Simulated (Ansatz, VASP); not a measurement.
**O in VASP and in Ansatz**

```
CELL_PARAMETERS angstrom
10.00000 0.00000 0.00000
0.00000 10.50000 0.00000
0.00000 0.00000 11.00000
ATOMIC_POSITIONS crystal
O 0.50000 0.50000 0.44496
O 0.50000 0.50000 0.55504
```

Alike in both runs: functional PBEsol; k mesh 1 × 1 × 1; occupations gaussian, width 0.01 eV; collinear spin.

Ansatz relaxed the structure, and its values are those at the end. VASP's run is a single point on that final structure, the one shown.

```csv
,VASP,Ansatz
version,VASP 6.6.1,Ansatz 0.2.0
potentials or method,"VASP PAW PBE potentials, release 64 (O), cutoff 520 eV","scalar-relativistic, plane waves, PAW"
valence electrons in the cell,12,12
```

|  | VASP | Ansatz | Ansatz less VASP |
| --- | --- | --- | --- |
| gap on the k mesh at the Fermi level (eV) | 2.26 | 2.24 | -0.019 |
| rms of the force components (eV/Å) | 0.753 | 0.000 | -0.7534 |
| net moment per atom (μB) | 1.00 | 1.00 | 0.000 |
| size of the moment on the site where the two differ most (μB) | 0.81 | 0.56 | -0.249 |

VASP's potentials were made for PBE, not for PBEsol, and Ansatz warns of the same on its side. Site moments also hang on the region over which each program counts them. One of these differences is far larger than is usual between the two programs; its cause wasn't traced. Ansatz's warnings: stress scf threshold loose.

Noted on VASP's run: the standard files for N, O and F lose accuracy on very short bonds.
